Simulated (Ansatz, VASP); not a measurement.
# Two plane-wave programs on InP

The input INCAR:

```
SYSTEM = InP
PREC = Accurate ; ENCUT = 600
EDIFF = 1E-7 ; ISMEAR = 0
SIGMA = 0.1 ; LREAL = .False.
LASPH = .True. ; NELM = 80
ALGO = Normal ; ISIF = 3
LWAVE = .False. ; LCHARG = .False.
GGA = PE ; IBRION = 2
NSW = 100 ; EDIFFG = -0.005
```

KPOINTS

```
Automatic mesh
0
Gamma
  14 14 14
  0 0 0
```

File POSCAR:

```
InP
1.0
    0.0000000000      2.7684979520      2.7684979520
    2.7684979520      0.0000000000      2.7684979520
    2.7684979520      2.7684979520      0.0000000000
In P
1 1
Direct
    0.0000000000      0.0000000000      0.0000000000
    0.5000000000      0.5000000000      0.5000000000
```

Input for Ansatz:

```yaml
crystal:
  lattice:
    - [0.0, 2.7684979557, 2.7684979557]
    - [2.7684979557, 0.0, 2.7684979557]
    - [2.7684979557, 2.7684979557, 0.0]
  atoms:
    - { symbol: In, position: [0.0, 0.0, 0.0] }
    - { symbol: P, position: [0.5, 0.5, 0.5] }
basis:
  ecutwfc: 420
kpoints:
  mp_grid: { grid: [14, 14, 14] }
hamiltonian:
  xc: pbe
scf:
  occupations: { method: gaussian, width: 0.1 }
output:
  forces: true
  stress: true
  eigenvalues: true
relax:
  adjacent_minimum: "off"
  f_tol: 0.005
  max_steps: 80
  cell: { stress_tol: 0.05 }
```

Alike in both runs: task relaxation of cell and atoms; functional PBE; k mesh 14 × 14 × 14; occupations gaussian, width 0.1 eV; no spin polarisation.

|  | VASP | Ansatz |
| --- | --- | --- |
| version | VASP 6.6.1 | Ansatz 0.2.0 |
| potentials or method | VASP PAW PBE potentials, release 64 (In_d, P), cutoff 600 eV | scalar-relativistic, plane waves, PAW |
| valence electrons in the cell | 18 | 18 |

|  | VASP | Ansatz | Ansatz less VASP |
| --- | --- | --- | --- |
| gap on the k mesh at the Fermi level, each at its own relaxed structure (eV) | none | none | - |
| relaxed volume (Å³/atom) | 21.26 | 21.26 | -0.001 |
| relaxed length of the cell vector where the two differ most in proportion (Å) | 3.918 | 3.918 | -0.0001 |

A gap of «none» marks a metal or a gap that the smearing closes.
